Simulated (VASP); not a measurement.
A run of VASP 6.6.1 is set up as follows.

INCAR

```
SYSTEM = In3Cu
PREC = Accurate
ENCUT = 520
EDIFF = 1E-7
ISMEAR = 0
SIGMA = 0.15
LREAL = .FALSE.
LASPH = .TRUE.
NELM = 100
ALGO = Fast
ISIF = 2
LWAVE = .FALSE.
LCHARG = .FALSE.
NBANDS = 33
```

KPOINTS

```
Automatic mesh
0
G
  10 10 10
  0 0 0
```

Contents of POSCAR:

```
In3Cu
1.0
    4.2540574233      0.0764502120      0.0764502120
    0.0764502120      4.2540574233      0.0764502120
    0.0764502120      0.0764502120      4.2540574233
In Cu
3 1
Direct
    0.0000000000      0.5000000000      0.5000000000
    0.5000000000      0.0000000000      0.5000000000
    0.5000000000      0.5000000000      0.0000000000
    0.0000000000      0.0000000000      0.0000000000
```

Potentials or basis: VASP PAW LDA potentials, release 64 (In_d, Cu).

Launch:

```console
$ cat potpaw_LDA.64/In_d/POTCAR potpaw_LDA.64/Cu/POTCAR > POTCAR
$ mpirun -np 1 vasp_std > vasp.out
```

(1) Predict the pressure.

(2) What does it give for the band gap on the k mesh?

Answers

(1) 4.0 GPa.

(2) zero (bands 25 and 26 overlap by 4.28 eV).

Caveat: the cell stands under pressure; spin-orbit coupling is left out, which moves the levels of the heavy elements.
